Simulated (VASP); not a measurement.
A run of VASP 6.6.1 is set up as follows.

INCAR

```
SYSTEM = Zr2SeS2
ALGO = Normal ; EDIFF = 1E-7
ENCUT = 520 ; GGA = PE
ISIF = 2 ; ISMEAR = 0
LASPH = .TRUE. ; LCHARG = .FALSE.
LREAL = .FALSE. ; LWAVE = .FALSE.
NBANDS = 29 ; NELM = 60
PREC = Accurate ; SIGMA = 0.1
```

KPOINTS

```
k-points
0
G
  8 8 8
  0 0 0
```

Contents of POSCAR:

```
Zr2SeS2
1.0
    5.0251317385      0.0000000000      0.0000000000
    0.0000000000      5.0251317385      0.0000000000
    0.0000000000      0.0000000000      4.6873984688
Zr Se S
2 1 2
Direct
    0.0000000000      0.5000000000      0.0000000000
    0.5000000000      0.0000000000      0.0000000000
    0.5000000000      0.5000000000      0.0000000000
    0.5000000000      0.5000000000      0.5000000000
    0.0000000000      0.0000000000      0.5000000000
```

Potentials or basis: VASP PAW PBE potentials, release 64 (Zr_sv, Se, S).

Command:

```console
$ cat potpaw_PBE.64/Zr_sv/POTCAR potpaw_PBE.64/Se/POTCAR potpaw_PBE.64/S/POTCAR > POTCAR
$ mpirun -np 1 vasp_std > vasp.out
```

Predict the band gap on the k mesh.

zero (bands 21 and 22 overlap by 1.44 eV).

What does it give for the pressure?

0.1 GPa.

Stress tensor (GPa, compression positive):
```
0.15 0.00 0.00
0.00 0.15 0.00
0.00 0.00 0.06
```
